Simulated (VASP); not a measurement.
# Ti (P6_3/mmc) in VASP: a series of runs

Ti is run at these levels: PBEsol; tasks: single point, relaxation of volume and atoms at fixed shape.

Everything below comes from runs of VASP 6.6.1. Logs are shortened: lines on timing, memory, paths and dates and some standing lists are left out, and cuts for length are marked.

## 1. The cell of the first run

The structure is hexagonal, space group P6_3/mmc (No. 194). The conventional cell has a = 2.912 Å, b = 2.912 Å, c = 4.620 Å, α = 90.00°, β = 90.00°, γ = 120.00°. Within 3.8 Å of Ti (site symmetry -6m2) lie 12 Ti at 2.86 to 2.91 Å.

## 2. Single point, PBEsol

Input file INCAR:

```
ALGO = Normal ; EDIFF = 1E-6
ENCUT = 520 ; GGA = PS
ISIF = 2 ; ISMEAR = 0
LASPH = T ; LCHARG = F
LREAL = F ; LWAVE = F
NBANDS = 19 ; NELM = 60
PREC = Accurate ; SIGMA = 0.05
```

Input file KPOINTS:

```
k-points
0
Gamma
  18 18 10
```

Input file POSCAR:

```
Ti
1.0
    2.9122877811      0.0000000000      0.0000000000
   -1.4561438905      2.5221152016      0.0000000000
    0.0000000000      0.0000000000      4.6201762698
Ti
2
Direct
    0.3333333333      0.6666666667      0.2500000000
    0.6666666667      0.3333333333      0.7500000000
```

Potentials or basis: VASP PAW PBE potentials, release 64 (Ti_sv).

Started as:

```sh
cat potpaw_PBE.64/Ti_sv/POTCAR > POTCAR
mpirun -np 1 vasp_std > vasp.out
```

OUTCAR:

```text
EDIFF = 1E-6
   ENCUT = 520
   GGA = PS
   ISIF = 2
   ISMEAR = 0
   LASPH = T
   LREAL = F
   NELM = 60
   PREC = Accurate

 ion  position               nearest neighbor table
   1  0.333  0.667  0.250-   2 2.86   2 2.86   2 2.86   2 2.86   2 2.86   2 2.86
   2  0.667  0.333  0.750-   1 2.86   1 2.86   1 2.86   1 2.86   1 2.86   1 2.86

  LATTYP: Found a hexagonal cell.
 ALAT       =     2.9122877811
 C/A-ratio  =     1.5864422121

  Lattice vectors:

 A1 = (   2.9122877811,   0.0000000000,   0.0000000000)
 A2 = (  -1.4561438905,   2.5221152016,   0.0000000000)
 A3 = (   0.0000000000,   0.0000000000,   4.6201762698)

Analysis of symmetry for initial positions (statically):
=====================================================================
 Subroutine PRICEL returns:
 Original cell was already a primitive cell.

 Routine SETGRP: Setting up the symmetry group for a
 hexagonal supercell.

 Subroutine GETGRP returns: Found 24 space group operations
 (whereof 12 operations were pure point group operations)
 out of a pool of 24 trial point group operations.

The static configuration has the point symmetry D_3d.
 The point group associated with its full space group is D_6h.

Analysis of symmetry for dynamics (positions and initial velocities):
=====================================================================
 Subroutine PRICEL returns:
 Original cell was already a primitive cell.

 Routine SETGRP: Setting up the symmetry group for a
 hexagonal supercell.

 Subroutine GETGRP returns: Found 24 space group operations
 (whereof 12 operations were pure point group operations)
 out of a pool of 24 trial point group operations.

The dynamic configuration has the point symmetry D_3d.
 The point group associated with its full space group is D_6h.

 Subroutine INISYM returns: Found 24 space group operations
 (whereof 12 operations are pure point group operations),
 and found     1 'primitive' translations

----------------------------------------------------------------------------------------

                                     Primitive cell

  volume of cell :      33.9358

  direct lattice vectors                    reciprocal lattice vectors
     2.912287781  0.000000000  0.000000000     0.343372659  0.198246297  0.000000000
    -1.456143890  2.522115202  0.000000000     0.000000000  0.396492595  0.000000000
     0.000000000  0.000000000  4.620176270     0.000000000  0.000000000  0.216441958

  length of vectors
     2.912287781  2.912287781  4.620176270     0.396492595  0.396492595  0.216441958

  position of ions in fractional coordinates (direct lattice)
     0.333333333  0.666666667  0.250000000
     0.666666667  0.333333333  0.750000000

  ion indices of the primitive-cell ions
   primitive index   ion index
                 1           1
                 2           2

----------------------------------------------------------------------------------------

 KPOINTS: k-points

Automatic generation of k-mesh.
 Grid dimensions read from file:
 generate k-points for:   18   18   10

 Generating k-lattice:

  Cartesian coordinates                     Fractional coordinates (reciprocal lattice)
     0.019076259  0.011013683  0.000000000     0.055555556  0.000000000  0.000000000
     0.000000000  0.022027366  0.000000000     0.000000000  0.055555556  0.000000000
     0.000000000  0.000000000  0.021644196     0.000000000  0.000000000  0.100000000

  Length of vectors
     0.022027366  0.022027366  0.021644196

  Shift w.r.t. Gamma in fractional coordinates (k-lattice)
     0.000000000  0.000000000  0.000000000

 Subroutine IBZKPT returns following result:
 ===========================================

 Found    222 irreducible k-points:

 Following reciprocal coordinates:
            Coordinates               Weight
  0.000000  0.000000  0.000000      1.000000
  0.055556 -0.000000  0.000000      6.000000
  0.111111 -0.000000  0.000000      6.000000
  0.166667  0.000000  0.000000      6.000000
  0.222222 -0.000000  0.000000      6.000000
  0.277778 -0.000000  0.000000      6.000000
[... 16 lines left out ...]
  0.333333  0.111111  0.000000     12.000000
  0.388889  0.111111  0.000000     12.000000
 [... further k-points ...]
   k-points           NKPTS =    222   k-points in BZ     NKDIM =    222   number of bands    NBANDS=     19
   number of dos      NEDOS =    301   number of ions     NIONS =      2
   total plane-waves  NPLWV =  20736
   dimension x,y,z NGX =    24 NGY =   24 NGZ =   36
   dimension x,y,z NGXF=    48 NGYF=   48 NGZF=   72
   ions per type =               2
   NGX,Y,Z   is equivalent  to a cutoff of  13.70, 13.70, 12.95 a.u.
   NGXF,Y,Z  is equivalent  to a cutoff of  27.40, 27.40, 25.91 a.u.
 SYSTEM =  unknown system
   PREC   = accura    normal or accurate (medium, high low for compatibility)
   ISTART =      0    job   : 0-new  1-cont  2-samecut
   ICHARG =      2    charge: 1-file 2-atom 10-const
   ISPIN  =      1    spin polarized calculation?
   LNONCOLLINEAR =      F non collinear calculations
   LSORBIT =      F    spin-orbit coupling
   LASPH  =      T    aspherical Exc in radial PAW
   ENCUT  =  520.0 eV  38.22 Ry    6.18 a.u.   5.41  5.41  8.59*2*pi/ulx,y,z
   NELM   =     60;   NELMIN=  2; NELMDL= -5     # of ELM steps
   EDIFF  = 0.1E-05   stopping-criterion for ELM
   LREAL  =      F    real-space projection
   EDIFFG = 0.1E-04   stopping-criterion for IOM
   NSW    =      0    number of steps for IOM
   IBRION =     -1    ionic relax: 0-MD 1-quasi-New 2-CG
   NFREE  =      0    steps in history (QN), initial steepest desc. (CG)
   ISIF   =      2    stress and relaxation
   ISYM   =      2    0-nonsym 1-usesym 2-fastsym
   POTIM  = 0.5000    time-step for ionic-motion
   TEBEG  =    0.0;   TEEND  =   0.0 temperature during run
   PSTRESS=    0.0 pullay stress
   NELECT =      24.0000    total number of electrons
   NUPDOWN=      -1.0000    fix difference up-down
   EMIN   =  10.00;   EMAX   =-10.00  energy-range for DOS
   EFERMI =   0.00;   METHOD = LEGACY
   ISMEAR =     0;   SIGMA  =   0.05  broadening in eV -4-tet -1-fermi 0-gaus
   EFERMI_NEDOS =   21; number of points for ismear=-14 and -15
   IALGO  =     38    algorithm
   IMIX   =      4    mixing-type and parameters
     AMIX     =   0.40;   BMIX     =  1.00
     AMIX_MAG =   1.60;   BMIX_MAG =  1.00
  volume/ion in A,a.u.               =      16.97       114.50
  Fermi-wavevector in a.u.,A,eV,Ry     =   1.458566  2.756289 28.945223  2.127414
  Thomas-Fermi vector in A             =   2.575235
   LORBIT       =      0    0 simple, 1 ext, 2 COOP (PROOUT), +10 PAW based schemes
   GGA     = PS    functional components
   LHFCALC =     F    Hartree Fock is set to
   AEXX    =    0.0000 exact exchange contribution
   IVDW    =     0    specifies the selected vdW correction
   LEPSILON=     F    determine dielectric tensor
   LRPA    =     F    only Hartree local field effects (RPA)
 non-spin polarized calculation
 Gauss-broadening in eV      SIGMA  =   0.05
  energy-cutoff  :      520.00
  volume of cell :       33.94
 maximum number of plane-waves:       935
 NGX is ok and might be reduce to    24
   NGX = 11   NGY = 11   NGZ = 17

 number of electron      23.9999999 magnetization

 Free energy of the ion-electron system (eV)
  ---------------------------------------------------
  ext. energy  EPLUGINS =         0.00000000
  ---------------------------------------------------
  free energy    TOTEN  =       -16.67756134 eV

  energy without entropy =      -16.67581507  energy(sigma->0) =      -16.67668821

 E-fermi :   8.4722     XC(G=0): -11.7473

 val. band max:        8.4637567899   @ k =   0.2778   0.2778   0.4000
 cond. band min:       8.4730018275   @ k =   0.0556  -0.0000   0.5000
 fundamental gap:      0.0092450377
 Fermi energy:         8.4722141724

 k-point     1 :       0.0000    0.0000    0.0000
  band No.  band energies     occupation
      1     -48.1341      2.00000
      2     -47.9816      2.00000
      3     -24.8543      2.00000
      4     -24.1519      2.00000
      5     -24.1519      2.00000
      6     -24.0820      2.00000
[... 11 lines left out ...]
     18      10.1221      0.00000
     19      11.7047      0.00000

 k-point     2 :       0.0556   -0.0000    0.0000
  band No.  band energies     occupation
      1     -48.1307      2.00000
      2     -47.9802      2.00000
      3     -24.8469      2.00000
      4     -24.1673      2.00000
      5     -24.1570      2.00000
      6     -24.0851      2.00000
[... 11 lines left out ...]
     18      10.0707      0.00000
     19      11.7326      0.00000

 k-point     3 :       0.1111   -0.0000    0.0000
  band No.  band energies     occupation
      1     -48.1207      2.00000
      2     -47.9763      2.00000
      3     -24.8250      2.00000
      4     -24.2118      2.00000
      5     -24.1717      2.00000
      6     -24.1053      2.00000
[... 11 lines left out ...]
     18       9.9819      0.00000
     19      11.8027      0.00000

 k-point     4 :       0.1667    0.0000    0.0000
  band No.  band energies     occupation
      1     -48.1051      2.00000
      2     -47.9706      2.00000
      3     -24.7901      2.00000
      4     -24.2805      2.00000
      5     -24.1935      2.00000
      6     -24.1744      2.00000
[... 11 lines left out ...]
     18      10.2464      0.00000
     19      11.8883      0.00000

 k-point     5 :       0.2222   -0.0000    0.0000
  band No.  band energies     occupation
      1     -48.0854      2.00000
      2     -47.9641      2.00000
      3     -24.7445      2.00000
      4     -24.3654      2.00000
      5     -24.2570      2.00000
      6     -24.2194      2.00000
[... 11 lines left out ...]
     18      10.5886      0.00000
     19      11.9691      0.00000
[... 334 lines left out ...]
      2     -47.9564      2.00000
      3     -24.6738      2.00000
      4     -24.4526      2.00000
      5     -24.3862      2.00000
      6     -24.2433      2.00000
[... 11 lines left out ...]
     18      11.3329      0.00000
     19      11.9806      0.00000

 k-point    22 :       0.2778    0.1111    0.0000
  band No.  band energies     occupation
      1     -48.0353      2.00000
      2     -47.9528      2.00000
      3     -24.6182      2.00000
      4     -24.5325      2.00000
      5     -24.4401      2.00000
      6     -24.2822      2.00000
[... 11 lines left out ...]
     18      11.8203      0.00000
     19      12.0122      0.00000

 k-point    23 :       0.3333    0.1111    0.0000
  band No.  band energies     occupation
      1     -48.0163      2.00000
      2     -47.9515      2.00000
      3     -24.5977      2.00000
      4     -24.5642      2.00000
      5     -24.4834      2.00000
      6     -24.3137      2.00000
[... 11 lines left out ...]
     18      12.0333      0.00000
     19      12.3236      0.00000

 k-point    24 :       0.3889    0.1111    0.0000
  band No.  band energies     occupation
      1     -48.0023      2.00000
      2     -47.9523      2.00000
      3     -24.6401      2.00000
      4     -24.5206      2.00000
      5     -24.5117      2.00000
      6     -24.3340      2.00000
[... 11 lines left out ...]
     18      12.0450      0.00000
     19      12.8300      0.00000

 [... further k-points ...]
[... 5 lines left out ...]
  --------------------------------------------------------------------------------------
  -------------------------------------------------------------------------------------
  Total       -0.3851044     -0.3851044     -0.4588258     -0.0000000      0.0000000      0.0000000
  in kB      -18.1815647    -18.1815647    -21.6621058     -0.0000000      0.0000000      0.0000000
  external PRESSURE =     -19.3417451 kB  Pullay stress =       0.0000000 kB

 VOLUME and BASIS-vectors are now :
 -----------------------------------------------------------------------------
  energy-cutoff  :      520.00
  volume of cell :       33.94
      direct lattice vectors                 reciprocal lattice vectors
     2.912287781  0.000000000  0.000000000     0.343372659  0.198246297  0.000000000
    -1.456143890  2.522115202  0.000000000     0.000000000  0.396492595  0.000000000
     0.000000000  0.000000000  4.620176270     0.000000000  0.000000000  0.216441958

 POSITION                                       TOTAL-FORCE (eV/Angst)
 -----------------------------------------------------------------------------------
     -0.00000      1.68141      1.15504         0.000000      0.000000      0.000000
      1.45614      0.84071      3.46513        -0.000000     -0.000000      0.000000
 -----------------------------------------------------------------------------------
    total drift:                               -0.000000      0.000000     -0.000000

  FREE ENERGIE OF THE ION-ELECTRON SYSTEM (eV)
  ---------------------------------------------------
  free  energy   TOTEN  =       -16.6775613407 eV

  energy  without entropy=      -16.6758150736  energy(sigma->0) =      -16.67668821
```

Run time: 1.8 min. Hardware: 1 thread of Intel Xeon Platinum 8488C (Sapphire Rapids), shared host; peak memory 0.24 GiB.

Results:

* Free energy: -16.6776 eV
* Pressure: -1.9 GPa
* Band gap on the k mesh: zero (band 12 reaches 9.24 eV, above the bottom of band 13 at 8.13 eV)

Stress tensor (GPa, compression positive):
```
-1.82  0.00  0.00
 0.00 -1.82  0.00
 0.00  0.00 -2.17
```

Caveat: the PAW data sets were made with another functional, which shifts forces and pressure a little.

## 3. Single point, PBEsol

This run uses another cell than the first one, of 16.47 Å³/atom, 0.970 times its volume.

Input file INCAR:

```
ALGO = Normal
EDIFF = 1E-6
ENCUT = 520
GGA = PS
ISIF = 2
ISMEAR = 0
LASPH = True
LCHARG = True
LELF = True
LREAL = False
LVHAR = True
LWAVE = False
NBANDS = 19
NELM = 100
PREC = Accurate
SIGMA = 0.05
```

KPOINTS is that of step 2.

Input file POSCAR:

```
Ti
1.0
    2.8833078707      0.0000000000      0.0000000000
   -1.4416539354      2.4970178630      0.0000000000
    0.0000000000      0.0000000000      4.5742013167
Ti
2
Direct
    0.3333333333      0.6666666667      0.2500000000
    0.6666666667      0.3333333333      0.7500000000
```

Potentials or basis: VASP PAW PBE potentials, release 64 (Ti_sv).

Started as:

```sh
cat potpaw_PBE.64/Ti_sv/POTCAR > POTCAR
mpirun -np 1 vasp_std > vasp.out
```

Wall time 2.5 min (1 thread of Intel Xeon Platinum 8175M at 2.50GHz (Skylake/Cascade Lake), shared host); peak memory 0.24 GiB.

Results (log left out):

| Item | Value |
| --- | --- |
| Free energy | -16.6786 eV |
| Pressure | 1.6 GPa |
| Band gap on the k mesh | zero (band 12 reaches 9.58 eV, above the bottom of band 13 at 8.46 eV) |

Stress tensor (GPa, compression positive):
```
1.70 0.00 0.00
0.00 1.70 0.00
0.00 0.00 1.55
```

Levels at points of the mesh, in eV from the Fermi level:
```csv
k point,band 10,band 11,band 12,band 13,band 14,band 15
"(0.00, 0.00, 0.00)",-2.84,0.79,0.79,0.91,0.91,1.33
"(0.50, 0.00, 0.00)",-2.34,-2.01,-0.57,0.47,0.65,1.24
"(0.00, 0.00, 0.50)",-4.42,0.07,0.07,0.69,0.69,0.69
"(0.50, 0.00, 0.50)",-2.71,-0.90,-0.90,1.47,1.47,1.82
```

Caveat: the PAW data sets were made with another functional, which shifts forces and pressure a little.

## 4. Single point, PBEsol

This run uses another cell than the first one, of 16.72 Å³/atom, 0.985 times its volume.

Input file INCAR:

```
PREC = Accurate ; ENCUT = 520
EDIFF = 1E-6 ; ISMEAR = 0
SIGMA = 0.05 ; LREAL = F
LASPH = T ; NELM = 80
ALGO = Normal ; ISIF = 2
LWAVE = F ; LCHARG = F
GGA = PS ; NBANDS = 19
```

Input file KPOINTS:

```
regular mesh
0
Gamma
  18 18 10
```

Input file POSCAR:

```
Ti
1.0
    2.8978702787      0.0000000000      0.0000000000
   -1.4489351394      2.5096292782      0.0000000000
    0.0000000000      0.0000000000      4.5973037354
Ti
2
Direct
    0.3333333333      0.6666666667      0.2500000000
    0.6666666667      0.3333333333      0.7500000000
```

Started as:

```sh
cat potpaw_PBE.64/Ti_sv/POTCAR > POTCAR
mpirun -np 1 vasp_std > vasp.out
```

It took 1.9 min on 1 thread of Intel Xeon Platinum 8175M at 2.50GHz (Skylake/Cascade Lake), shared host; peak memory 0.24 GiB.

Results (log left out):

* Free energy: -16.6809 eV
* Pressure: -0.2 GPa
* Band gap on the k mesh: zero (band 12 reaches 9.41 eV, above the bottom of band 13 at 8.29 eV)

Stress tensor (GPa, compression positive):
```
-0.12  0.00  0.00
 0.00 -0.12  0.00
 0.00  0.00 -0.37
```

Levels at points of the mesh, in eV from the Fermi level:
```
           k point  band 10  band 11  band 12  band 13  band 14  band 15
(0.00, 0.00, 0.00)    -2.81     0.78     0.78     0.86     0.89     1.31
(0.50, 0.00, 0.00)    -2.29    -1.97    -0.59     0.47     0.64     1.21
(0.00, 0.00, 0.50)    -4.41     0.07     0.07     0.68     0.68     0.68
(0.50, 0.00, 0.50)    -2.67    -0.88    -0.88     1.43     1.43     1.79
```

Caveat: the PAW data sets were made with another functional, which shifts forces and pressure a little.

## 5. Relaxation of volume and atoms at fixed shape, PBEsol

This run uses another cell than the first one, of 17.64 Å³/atom, 1.039 times its volume.

Input file INCAR:

```
SYSTEM = Ti
  PREC = Accurate
  ENCUT = 600
  EDIFF = 1E-7
  ISMEAR = 0
  SIGMA = 0.05
  LREAL = .False.
  LASPH = .True.
  NELM = 100
  ALGO = Normal
  ISIF = 8
  LWAVE = .False.
  LCHARG = .False.
  GGA = PS
  IBRION = 2
  NSW = 80
  EDIFFG = -0.01
```

Input file KPOINTS:

```
regular mesh
0
Gamma
  18 18 10
  0 0 0
```

Input file POSCAR:

```
Ti
1.0
    2.9500000000      0.0000000000      0.0000000000
   -1.4750000000      2.5547700000      0.0000000000
    0.0000000000      0.0000000000      4.6800000000
Ti
2
Direct
    0.3333333333      0.6666666667      0.2500000000
    0.6666666667      0.3333333333      0.7500000000
```

Started as:

```sh
cat potpaw_PBE.64/Ti_sv/POTCAR > POTCAR
mpirun -np 1 vasp_std > vasp.out
```

It took 2.3 min on 1 thread of Intel Xeon Platinum 8559C (Emerald Rapids), shared host; peak memory 0.26 GiB.

The run converged. Its results:

- Free energy: -16.6814 eV
- Relaxed volume: 16.68 Å³/atom
- Relaxed cell: a = 2.896 Å, b = 2.896 Å, c = 4.594 Å, α = 90.00°, β = 90.00°, γ = 120.00°
- Space group after relaxing (to 0.05 Å): P6_3/mmc (No. 194)
- Energy gained by relaxing: 18.7 meV/atom
- Ionic steps: 3
- Pressure after relaxing: 0.0 GPa
- Band gap on the k mesh: zero (band 12 reaches 9.43 eV, above the bottom of band 13 at 8.32 eV)

Stress tensor (GPa, compression positive):
```
 0.05  0.00  0.00
 0.00  0.05  0.00
 0.00  0.00 -0.19
```

The path:
```tsv
step	energy change (eV)	largest force (eV/Å)	pressure (GPa)	volume (Å³)
1	0.0000	0.0000	-6.01	35.27
2	-0.0155	0.0000	5.33	32.00
3	-0.0375	0.0000	-0.03	33.37
```

Final structure:
```xyz
2
Lattice="2.8959 0.0000 0.0000 -1.4480 2.5080 0.0000 0.0000 0.0000 4.5942" Properties=species:S:1:pos:R:3 pbc="T T T"
Ti    0.0000    1.6720    1.1486
Ti    1.4480    0.8360    3.4457
```

Levels at points of the mesh, in eV from the Fermi level:
| k point | band 8 | band 9 | band 10 | band 11 | band 12 | band 13 | band 14 | band 15 | band 16 |
| --- | --- | --- | --- | --- | --- | --- | --- | --- | --- |
| (0.00, 0.00, 0.00) | -32.47 | -6.32 | -2.81 | 0.78 | 0.78 | 0.87 | 0.90 | 1.31 | 1.31 |
| (0.50, 0.00, 0.00) | -32.55 | -2.42 | -2.30 | -1.97 | -0.58 | 0.47 | 0.64 | 1.22 | 3.52 |
| (0.00, 0.00, 0.50) | -32.52 | -4.41 | -4.41 | 0.07 | 0.07 | 0.68 | 0.68 | 0.68 | 0.68 |
| (0.50, 0.00, 0.50) | -32.65 | -2.68 | -2.68 | -0.88 | -0.88 | 1.43 | 1.43 | 1.79 | 1.79 |

Caveat: the PAW data sets were made with another functional, which shifts forces and pressure a little.

## 6. Summary

```csv
task,cell,cutoff (eV),gap on the mesh (eV),pressure (GPa)
single point,"a = 2.912, b = 2.912, c = 4.620 Å, angles 90.0, 90.0, 120.0°, 2 atoms",520,none,-1.9
single point,"a = 2.883, b = 2.883, c = 4.574 Å, angles 90.0, 90.0, 120.0°, 2 atoms",520,none,1.6
single point,"a = 2.898, b = 2.898, c = 4.597 Å, angles 90.0, 90.0, 120.0°, 2 atoms",520,none,-0.2
relaxation of volume and atoms at fixed shape,"relaxed from a = 2.950, b = 2.950, c = 4.680 Å, angles 90.0, 90.0, 120.0°, 2 atoms",600,none,0.0
```

Alike in all rows: level PBEsol; potentials or basis VASP PAW PBE potentials, release 64 (Ti_sv); no spin polarisation; k mesh 18 × 18 × 10; smearing gaussian 0.05 eV.

Caveats: the PAW data sets were made with another functional, which shifts forces and pressure a little.

Absolute energies hang on the potentials; compare differences alone.
